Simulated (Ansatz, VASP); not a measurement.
# One calculation of GaSb2, two programs

```xyz
3
Lattice="5.3834 0.0000 0.0000 -2.6917 4.6621 0.0000 0.0000 0.0000 3.1975" Properties=species:S:1:pos:R:3 pbc="T T T"
Ga    0.0000    0.0000    0.0000
Sb    0.0000    3.1081    1.5987
Sb    2.6917    1.5540    1.5987
```

Change from the starting cell: species swapped into the HfB2 type (P6/mmm, No. 191).

Alike in both runs: functional PBE; k mesh 6 × 6 × 6; occupations gaussian, width 0.1 eV; no spin polarisation.

Ansatz relaxed the structure, and its values are those at the end. VASP's run is a single point on that final structure, the one shown.

|  | VASP | Ansatz |
| --- | --- | --- |
| version | VASP 6.6.1 | Ansatz 0.2.0 |
| potentials or method | VASP PAW PBE potentials, release 64 (Ga_d, Sb), cutoff 520 eV | scalar-relativistic, plane waves, PAW |
| valence electrons in the cell | 23 | 43 |

|  | VASP | Ansatz | Ansatz less VASP |
| --- | --- | --- | --- |
| gap on the k mesh at the Fermi level (eV) | none | none | - |
| pressure (GPa) | -0.1 | -0.1 | +0.03 |

A gap of «none» marks a metal or a gap that the smearing closes. VASP's potentials hold 23 valence electrons a cell and Ansatz's 43, so a difference there can come from the potentials and not from the codes.

Neither program's run includes spin-orbit coupling.
